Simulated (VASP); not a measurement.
# K16HBr16 (a cell with a defect) in VASP: further runs

Runs on K16HBr16 (a cell with a defect). Level: PBE. Tasks: single point.

All numbers are computed with VASP 6.6.1; they aren't measurements. Logs are shortened: lines on timing, memory, paths and dates and some standing lists are left out, and cuts for length are marked.

**1. The cell of the first run**

The cell holds a defect, 33 atoms: a = 11.605 Å, b = 11.605 Å, c = 11.605 Å, α = 109.47°, β = 109.47°, γ = 109.47°.

**2. Single point, PBE (with an interstitial atom, then relaxed in part)**

INCAR

```
SYSTEM = K16HBr16
ALGO     = Normal         ! electronic algorithm
EDIFF    = 1E-6           ! SCF threshold, eV
ENCUT    = 520            ! plane-wave cutoff, eV
GGA      = PE             ! functional
ISIF     = 2              ! what is computed and relaxed
ISMEAR   = 0              ! smearing method
LASPH    = .TRUE.         ! aspherical terms in the spheres
LCHARG   = .FALSE.        ! write CHGCAR
LREAL    = Auto         
LWAVE    = .FALSE.        ! write WAVECAR
NBANDS   = 150            ! bands
NELECT   = 256.0        
NELM     = 100            ! most SCF steps
PREC     = Accurate       ! precision mode
SIGMA    = 0.01           ! smearing width, eV
```

KPOINTS

```
Automatic mesh
0
Gamma
  2 2 2
  0.5 0.5 0.5
```

POSCAR

```
K16HBr16
1.0
   -6.6999343902     -6.6999343902     -6.6999343902
    6.6999343902      6.6999343902     -6.6999343902
    6.6999343902     -6.6999343902      6.6999343902
K Br H
16 16 1
Direct
    0.2431889043      0.4931889043      0.2409809980
    0.2431889043      0.2409809980      0.4931889043
   -0.0090190020      0.4931889043      0.4931889043
    0.2568110957      0.0000000000      0.7477920937
    0.0022079063      0.2522079063      0.7590190020
    0.7500000000      0.5068110957      0.7477920937
    0.2568110957      0.7477920937      0.0000000000
    1.0273293348      0.0000000000      0.0000000000
    0.7500000000      0.2773293348      0.0000000000
    0.4977920937      0.5068110957      0.0000000000
    0.0022079063      0.7590190020      0.2522079063
    0.7500000000      0.0000000000      0.2773293348
    0.5090190020      0.2522079063      0.2522079063
    0.7500000000      0.7477920937      0.5068110957
    0.4977920937      0.0000000000      0.5068110957
    0.4726706652      0.7226706652      0.7226706652
    0.2398165977      0.7410501645      0.4898165977
    0.2398165977      0.4898165977      0.7410501645
    0.0089498355      0.7487664332      0.7487664332
    0.2601834023      0.2512335668      0.0000000000
    0.0012335668      0.5101834023      0.0000000000
    0.7500000000      0.7999379927      0.0000000000
    0.2601834023      0.0000000000      0.2512335668
   -0.0499379927      0.2000620073      0.2000620073
    0.7500000000      0.5101834023      0.2512335668
    0.4987664332      0.7487664332      0.2589498355
    0.0012335668      0.0000000000      0.5101834023
    0.7500000000      0.2512335668      0.5101834023
    0.4910501645      0.4898165977      0.4898165977
    0.7500000000      0.0000000000      0.7999379927
    0.4987664332      0.2589498355      0.7487664332
    0.5499379927      0.0000000000      0.0000000000
    0.7500000000      0.0000000000      0.0000000000
```

Potentials or basis: VASP PAW PBE potentials, release 64 (K_sv, Br, H).

Started as:

```
$ cat potpaw_PBE.64/K_sv/POTCAR potpaw_PBE.64/Br/POTCAR potpaw_PBE.64/H/POTCAR > POTCAR
$ mpirun -np 1 vasp_std > vasp.out
```

OUTCAR:

```text
SYSTEM = K16HBr16
   EDIFF = 1E-6
   ENCUT = 520
   GGA = PE
   ISIF = 2
   ISMEAR = 0
   LASPH = .TRUE.
   LREAL = Auto
   NELECT = 256.0
   NELM = 100
   PREC = Accurate

 ion  position               nearest neighbor table
   1  0.243  0.493  0.241-
   2  0.243  0.241  0.493-
   3  0.991  0.493  0.493-
   4  0.257  0.000  0.748-
   5  0.002  0.252  0.759-
   6  0.750  0.507  0.748-
   7  0.257  0.748  0.000-
   8  0.027  0.000  0.000-  19 3.25  20 3.25  23 3.25  22 3.28  24 3.28  30 3.28
   9  0.750  0.277  0.000-  21 3.25  25 3.25  31 3.25  30 3.28  24 3.28  32 3.28
  10  0.498  0.507  0.000-
  11  0.002  0.759  0.252-
  12  0.750  0.000  0.277-  26 3.25  27 3.25  28 3.25  24 3.28  22 3.28  32 3.28
  13  0.509  0.252  0.252-
  14  0.750  0.748  0.507-
  15  0.498  0.000  0.507-
  16  0.473  0.723  0.723-  17 3.25  18 3.25  29 3.25  30 3.28  22 3.28  32 3.28
  17  0.240  0.741  0.490-  16 3.25
  18  0.240  0.490  0.741-  16 3.25
  19  0.009  0.749  0.749-   8 3.25
  20  0.260  0.251  0.000-   8 3.25
  21  0.001  0.510  0.000-   9 3.25
  22  0.750  0.800  0.000-   8 3.28  12 3.28  16 3.28
  23  0.260  0.000  0.251-   8 3.25
  24  0.950  0.200  0.200-   8 3.28   9 3.28  12 3.28
  25  0.750  0.510  0.251-   9 3.25
  26  0.499  0.749  0.259-  12 3.25
  27  0.001  0.000  0.510-  12 3.25
  28  0.750  0.251  0.510-  12 3.25
  29  0.491  0.490  0.490-  16 3.25
  30  0.750  0.000  0.800-  16 3.28   9 3.28   8 3.28
  31  0.499  0.259  0.749-   9 3.25
  32  0.550  0.000  0.000-   9 3.28  12 3.28  16 3.28
  33  0.750  0.000  0.000-

  LATTYP: Found a body centered cubic cell.
 ALAT       =    13.3998687804

  Lattice vectors:

 A1 = (  -6.6999343902,  -6.6999343902,  -6.6999343902)
 A2 = (   6.6999343902,   6.6999343902,  -6.6999343902)
 A3 = (   6.6999343902,  -6.6999343902,   6.6999343902)

Analysis of symmetry for initial positions (statically):
=====================================================================
 Subroutine PRICEL returns:
 Original cell was already a primitive cell.

 Routine SETGRP: Setting up the symmetry group for a
 body centered cubic supercell.

 Subroutine GETGRP returns: Found 24 space group operations
 (whereof  6 operations were pure point group operations)
 out of a pool of 48 trial point group operations.

The static configuration has the point symmetry C_3v.
 The point group associated with its full space group is T_d .

Analysis of symmetry for dynamics (positions and initial velocities):
=====================================================================
 Subroutine PRICEL returns:
 Original cell was already a primitive cell.

 Routine SETGRP: Setting up the symmetry group for a
 body centered cubic supercell.

 Subroutine GETGRP returns: Found 24 space group operations
 (whereof  6 operations were pure point group operations)
 out of a pool of 48 trial point group operations.

The dynamic configuration has the point symmetry C_3v.
 The point group associated with its full space group is T_d .

 Subroutine INISYM returns: Found 24 space group operations
 (whereof  6 operations are pure point group operations),
 and found     1 'primitive' translations

----------------------------------------------------------------------------------------

                                     Primitive cell

  volume of cell :    1203.0167

  direct lattice vectors                    reciprocal lattice vectors
    -6.699934390 -6.699934390 -6.699934390     0.000000000 -0.074627596 -0.074627596
     6.699934390  6.699934390 -6.699934390     0.074627596  0.000000000 -0.074627596
     6.699934390 -6.699934390  6.699934390     0.074627596 -0.074627596  0.000000000

  length of vectors
    11.604626771 11.604626771 11.604626771     0.105539359  0.105539359  0.105539359

  position of ions in fractional coordinates (direct lattice)
     0.243188904  0.493188904  0.240980998
     0.243188904  0.240980998  0.493188904
     0.990980998  0.493188904  0.493188904
     0.256811096  0.000000000  0.747792094
     0.002207906  0.252207906  0.759019002
     0.750000000  0.506811096  0.747792094
[... 25 lines left out ...]
     0.549937993  0.000000000  0.000000000
     0.750000000  0.000000000  0.000000000

  ion indices of the primitive-cell ions
   primitive index   ion index
                 1           1
                 2           2
                 3           3
                 4           4
                 5           5
                 6           6
[... 25 lines left out ...]
                32          32
                33          33

----------------------------------------------------------------------------------------

 KPOINTS: Automatic mesh

Automatic generation of k-mesh.
 Grid dimensions read from file:
 generate k-points for:    2    2    2

 Generating k-lattice:

  Cartesian coordinates                     Fractional coordinates (reciprocal lattice)
     0.000000000 -0.037313798 -0.037313798     0.500000000  0.000000000  0.000000000
     0.037313798  0.000000000 -0.037313798     0.000000000  0.500000000  0.000000000
     0.037313798 -0.037313798  0.000000000     0.000000000  0.000000000  0.500000000

  Length of vectors
     0.052769680  0.052769680  0.052769680

  Shift w.r.t. Gamma in fractional coordinates (k-lattice)
     0.500000000  0.500000000  0.500000000

 Subroutine IBZKPT returns following result:
 ===========================================

 Found      2 irreducible k-points:

 Following reciprocal coordinates:
            Coordinates               Weight
  0.250000  0.250000  0.250000      2.000000
 -0.250000  0.250000  0.250000      6.000000
   k-points           NKPTS =      2   k-points in BZ     NKDIM =      2   number of bands    NBANDS=    150
   number of dos      NEDOS =    301   number of ions     NIONS =     33
   total plane-waves  NPLWV = 729000
   dimension x,y,z NGX =    90 NGY =   90 NGZ =   90
   dimension x,y,z NGXF=   180 NGYF=  180 NGZF=  180
   ions per type =              16  16   1
   NGX,Y,Z   is equivalent  to a cutoff of  12.89, 12.89, 12.89 a.u.
   NGXF,Y,Z  is equivalent  to a cutoff of  25.79, 25.79, 25.79 a.u.
 SYSTEM =  K16HBr16
   PREC   = accura    normal or accurate (medium, high low for compatibility)
   ISTART =      0    job   : 0-new  1-cont  2-samecut
   ICHARG =      2    charge: 1-file 2-atom 10-const
   ISPIN  =      1    spin polarized calculation?
   LNONCOLLINEAR =      F non collinear calculations
   LSORBIT =      F    spin-orbit coupling
   LASPH  =      T    aspherical Exc in radial PAW
   ENCUT  =  520.0 eV  38.22 Ry    6.18 a.u.  21.58 21.58 21.58*2*pi/ulx,y,z
   NELM   =    100;   NELMIN=  2; NELMDL= -5     # of ELM steps
   EDIFF  = 0.1E-05   stopping-criterion for ELM
   LREAL  =      T    real-space projection
   EDIFFG = 0.1E-04   stopping-criterion for IOM
   NSW    =      0    number of steps for IOM
   IBRION =     -1    ionic relax: 0-MD 1-quasi-New 2-CG
   NFREE  =      0    steps in history (QN), initial steepest desc. (CG)
   ISIF   =      2    stress and relaxation
   ISYM   =      2    0-nonsym 1-usesym 2-fastsym
   POTIM  = 0.5000    time-step for ionic-motion
   TEBEG  =    0.0;   TEEND  =   0.0 temperature during run
   PSTRESS=    0.0 pullay stress
   NELECT =     256.0000    total number of electrons
   NUPDOWN=      -1.0000    fix difference up-down
   EMIN   =  10.00;   EMAX   =-10.00  energy-range for DOS
   EFERMI =   0.00;   METHOD = LEGACY
   ISMEAR =     0;   SIGMA  =   0.01  broadening in eV -4-tet -1-fermi 0-gaus
   EFERMI_NEDOS =   21; number of points for ismear=-14 and -15
   IALGO  =     38    algorithm
   IMIX   =      4    mixing-type and parameters
     AMIX     =   0.40;   BMIX     =  1.00
     AMIX_MAG =   1.60;   BMIX_MAG =  1.00
  volume/ion in A,a.u.               =      36.46       246.01
  Fermi-wavevector in a.u.,A,eV,Ry     =   0.977382  1.846984 12.997309  0.955275
  Thomas-Fermi vector in A             =   2.108075
   LORBIT       =      0    0 simple, 1 ext, 2 COOP (PROOUT), +10 PAW based schemes
   GGA     = PE    functional components
   LHFCALC =     F    Hartree Fock is set to
   AEXX    =    0.0000 exact exchange contribution
   IVDW    =     0    specifies the selected vdW correction
   LEPSILON=     F    determine dielectric tensor
   LRPA    =     F    only Hartree local field effects (RPA)
 non-spin polarized calculation
 Gauss-broadening in eV      SIGMA  =   0.01
  energy-cutoff  :      520.00
  volume of cell :     1203.02
 maximum number of plane-waves:     32516
 NGX is ok and might be reduce to    90
   NGX = 43   NGY = 43   NGZ = 43

 number of electron     255.9999985 magnetization

 Free energy of the ion-electron system (eV)
  ---------------------------------------------------
  ext. energy  EPLUGINS =         0.00000000
  ---------------------------------------------------
  free energy    TOTEN  =      -100.42077477 eV

  energy without entropy =     -100.42077477  energy(sigma->0) =     -100.42077477

 E-fermi :  -1.7889     XC(G=0):  -7.1762

 val. band max:       -1.9081561424   @ k =  -0.2500   0.2500   0.2500
 cond. band min:       1.0716229299   @ k =  -0.2500   0.2500   0.2500
 fundamental gap:      2.9797790723
 Fermi energy:        -1.7889161481

 k-point     1 :       0.2500    0.2500    0.2500
  band No.  band energies     occupation
      1     -29.7840      2.00000
      2     -29.7840      2.00000
      3     -29.7840      2.00000
      4     -29.7826      2.00000
      5     -29.7817      2.00000
      6     -29.7817      2.00000
[... 132 lines left out ...]
    139       4.7588      0.00000
    140       4.8008      0.00000

 k-point     2 :      -0.2500    0.2500    0.2500
  band No.  band energies     occupation
      1     -29.7848      2.00000
      2     -29.7834      2.00000
      3     -29.7829      2.00000
      4     -29.7826      2.00000
      5     -29.7826      2.00000
      6     -29.7819      2.00000
[... 132 lines left out ...]
    139       4.6898      0.00000
    140       4.6898      0.00000
 [bands above 140 left out]

------------------------ aborting loop because EDIFF is reached ----------------------------------------

  FORCE on cell =-STRESS in cart. coord.  units (eV):
  Direction    XX          YY          ZZ          XY          YZ          ZX
  --------------------------------------------------------------------------------------
  -------------------------------------------------------------------------------------
  Total       -3.6999922     -3.6999922     -3.6999922      0.0000000     -0.0000000     -0.0000000
  in kB       -4.9276489     -4.9276489     -4.9276489      0.0000000     -0.0000000     -0.0000000
  external PRESSURE =      -4.9276489 kB  Pullay stress =       0.0000000 kB

 VOLUME and BASIS-vectors are now :
 -----------------------------------------------------------------------------
  energy-cutoff  :      520.00
  volume of cell :     1203.02
      direct lattice vectors                 reciprocal lattice vectors
    -6.699934390 -6.699934390 -6.699934390     0.000000000 -0.074627596 -0.074627596
     6.699934390  6.699934390 -6.699934390     0.074627596  0.000000000 -0.074627596
     6.699934390 -6.699934390  6.699934390     0.074627596 -0.074627596  0.000000000

 POSITION                                       TOTAL-FORCE (eV/Angst)
 -----------------------------------------------------------------------------------
      3.28954      0.06043     -3.31913        -0.004319      0.004319      0.003992
      3.28954     -3.31913      0.06043        -0.004319      0.003992      0.004319
     -0.03084     -6.63951     -6.63951        -0.003992      0.004319      0.004319
      3.28954     -6.73078      3.28954        -0.004319     -0.003992     -0.004319
      6.76036     -3.41039      3.38081         0.004319     -0.004319      0.003992
      3.38081     -6.63951     -3.41039         0.003992      0.004319     -0.004319
[... 25 lines left out ...]
     -3.68455     -3.68455     -3.68455         0.001033      0.001033      0.001033
     -5.02495     -5.02495     -5.02495         0.000000      0.000000      0.000000
 -----------------------------------------------------------------------------------
    total drift:                                0.000002     -0.000002     -0.000003

  FREE ENERGIE OF THE ION-ELECTRON SYSTEM (eV)
  ---------------------------------------------------
  free  energy   TOTEN  =      -100.4207747700 eV

  energy  without entropy=     -100.4207747700  energy(sigma->0) =     -100.42077477
```

It took 12 min on 1 thread of AMD EPYC 9R45 (Zen 5), shared host; peak memory 1.4 GiB.

What came out:

| Item | Value |
| --- | --- |
| Free energy | -100.4208 eV |
| Largest force | 0.008 eV/Å |

Forces in eV/Å, atoms in the order of the input:
```
K   -0.004  0.004  0.004
K   -0.004  0.004  0.004
K   -0.004  0.004  0.004
K   -0.004 -0.004 -0.004
K    0.004 -0.004  0.004
K    0.004  0.004 -0.004
K   -0.004 -0.004 -0.004
K    0.004  0.004  0.004
K   -0.004 -0.004  0.004
K    0.004  0.004 -0.004
K    0.004  0.004 -0.004
K   -0.004  0.004 -0.004
K   -0.004 -0.004 -0.004
K    0.004 -0.004  0.004
K    0.004 -0.004  0.004
K    0.004 -0.004 -0.004
Br   0.000 -0.002  0.000
Br   0.000  0.000 -0.002
Br   0.002  0.000  0.000
Br   0.000  0.000  0.002
Br   0.000  0.000  0.002
Br  -0.001 -0.001  0.001
Br   0.000  0.002  0.000
Br   0.001 -0.001 -0.001
Br  -0.002  0.000  0.000
Br   0.000  0.000 -0.002
Br   0.000  0.002  0.000
Br  -0.002  0.000  0.000
Br   0.002  0.000  0.000
Br  -0.001  0.001 -0.001
Br   0.000 -0.002  0.000
Br   0.001  0.001  0.001
H    0.000  0.000  0.000
```

Caveat: the cell carries a net charge on a neutralising background, which shifts energy and pressure; the cell differs from its parent crystal (with an interstitial atom, then relaxed in part); the cell is charged against a uniform background, so pressure and absolute levels hang on convention.

**3. Single point, PBE (with an interstitial atom)**

INCAR

```
ALGO = Normal ; EDIFF = 1E-7
ENCUT = 520 ; GGA = PE
ISIF = 2 ; ISMEAR = 0
LASPH = T ; LCHARG = T
LELF = T ; LREAL = Auto
LVHAR = T ; LWAVE = F
NBANDS = 150 ; NELECT = 256.0
NELM = 100 ; PREC = Accurate
SIGMA = 0.01
```

KPOINTS is that of step 2.

POSCAR

```
K16HBr16
1.0
   -6.6999343902     -6.6999343902     -6.6999343902
    6.6999343902      6.6999343902     -6.6999343902
    6.6999343902     -6.6999343902      6.6999343902
K Br H
16 16 1
Direct
    0.2509630581      0.5009630581      0.2503727166
    0.2509630581      0.2503727166      0.5009630581
    0.0003727166      0.5009630581      0.5009630581
    0.2490369419      0.0000000000      0.7494096585
    0.0005903415      0.2505903415      0.7496272834
    0.7500000000      0.4990369419      0.7494096585
    0.2490369419      0.7494096585      0.0000000000
    0.9990923455      0.0000000000      0.0000000000
    0.7500000000      0.2490923455      0.0000000000
    0.4994096585      0.4990369419      0.0000000000
    0.0005903415      0.7496272834      0.2505903415
    0.7500000000      0.0000000000      0.2490923455
    0.4996272834      0.2505903415      0.2505903415
    0.7500000000      0.7494096585      0.4990369419
    0.4994096585      0.0000000000      0.4990369419
    0.5009076545      0.7509076545      0.7509076545
    0.2505606286      0.7503584488      0.5005606286
    0.2505606286      0.5005606286      0.7503584488
   -0.0003584488      0.7502021798      0.7502021798
    0.2494393714      0.2497978202      0.0000000000
   -0.0002021798      0.4994393714      0.0000000000
    0.7500000000      0.7473525554      0.0000000000
    0.2494393714      0.0000000000      0.2497978202
    0.0026474446      0.2526474446      0.2526474446
    0.7500000000      0.4994393714      0.2497978202
    0.5002021798      0.7502021798      0.2496415512
   -0.0002021798      0.0000000000      0.4994393714
    0.7500000000      0.2497978202      0.4994393714
    0.5003584488      0.5005606286      0.5005606286
    0.7500000000      0.0000000000      0.7473525554
    0.5002021798      0.2496415512      0.7502021798
    0.4973525554      0.0000000000      0.0000000000
    0.7500000000      0.0000000000      0.0000000000
```

Potentials or basis: VASP PAW PBE potentials, release 64 (K_sv, Br, H).

Started as:

```
$ cat potpaw_PBE.64/K_sv/POTCAR potpaw_PBE.64/Br/POTCAR potpaw_PBE.64/H/POTCAR > POTCAR
$ mpirun -np 1 vasp_std > vasp.out
```

Run time: 14 min. Hardware: 1 thread of AMD EPYC 9R45 (Zen 5), shared host; peak memory 1.4 GiB.

Results (log left out):

```
Free energy   : -99.1456 eV
Largest force : 0.644 eV/Å
```

Forces in eV/Å, atoms in the order of the input:
```
K   -0.008  0.008 -0.136
K   -0.008 -0.136  0.008
K    0.136  0.008  0.008
K   -0.008  0.136 -0.008
K    0.008 -0.008 -0.136
K   -0.136  0.008 -0.008
K   -0.008 -0.008  0.136
K   -0.191 -0.191 -0.191
K    0.191  0.191 -0.191
K    0.008  0.008  0.136
K    0.008 -0.136 -0.008
K    0.191 -0.191  0.191
K    0.136 -0.008 -0.008
K   -0.136 -0.008  0.008
K    0.008  0.136  0.008
K   -0.191  0.191  0.191
Br  -0.010 -0.052  0.010
Br  -0.010  0.010 -0.052
Br   0.052 -0.010 -0.010
Br  -0.010 -0.010  0.052
Br   0.010  0.010  0.052
Br   0.372  0.372 -0.372
Br  -0.010  0.052 -0.010
Br  -0.372  0.372  0.372
Br  -0.052  0.010 -0.010
Br   0.010 -0.010 -0.052
Br   0.010  0.052  0.010
Br  -0.052 -0.010  0.010
Br   0.052  0.010  0.010
Br   0.372 -0.372  0.372
Br   0.010 -0.052 -0.010
Br  -0.372 -0.372 -0.372
H    0.000  0.000  0.000
```

Levels at points of the mesh, in eV from the Fermi level:
```tsv
k point	band 124	band 125	band 126	band 127	band 128	band 129	band 130	band 131	band 132	band 133
(0.25, 0.25, 0.25)	-0.21	-0.21	-0.20	-0.20	-0.20	0.11	5.41	5.41	5.41	5.49
```

Caveat: the cell carries a net charge on a neutralising background, which shifts energy and pressure; the cell differs from its parent crystal (with an interstitial atom); the cell is charged against a uniform background, so pressure and absolute levels hang on convention.
